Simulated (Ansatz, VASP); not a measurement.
**Two plane-wave programs on Si3Ni**

```
Si Ni
1.0
     0.00000    3.17402    3.17402
     3.17402    0.00000    3.17402
     3.17402    3.17402    0.00000
Si Ni
3 1
Cartesian
  1.5870 1.5870 1.5870
  4.7610 4.7610 4.7610
  3.1740 3.1740 3.1740
  0.0000 0.0000 0.0000
```

Alike in both runs: task single point; functional PBE; k mesh 12 × 12 × 12; occupations gaussian, width 0.1 eV; no spin polarisation.

|  | VASP | Ansatz |
| --- | --- | --- |
| version | VASP 6.6.1 | Ansatz 0.2.0 |
| potentials or method | VASP PAW PBE potentials, release 64 (Si, Ni), cutoff 520 eV | scalar-relativistic, plane waves, PAW |
| valence electrons in the cell | 22 | 30 |

Ansatz gave:

* gap on the k mesh at the Fermi level (eV): none
* pressure (GPa): -14.0

**Question.** What did VASP give for the same quantities?

**Answer.** gap on the k mesh at the Fermi level (eV): none; pressure (GPa): -13.9.

A gap of «none» marks a metal or a gap that the smearing closes. VASP's potentials hold 22 valence electrons a cell and Ansatz's 30, so a difference there can come from the potentials and not from the codes.
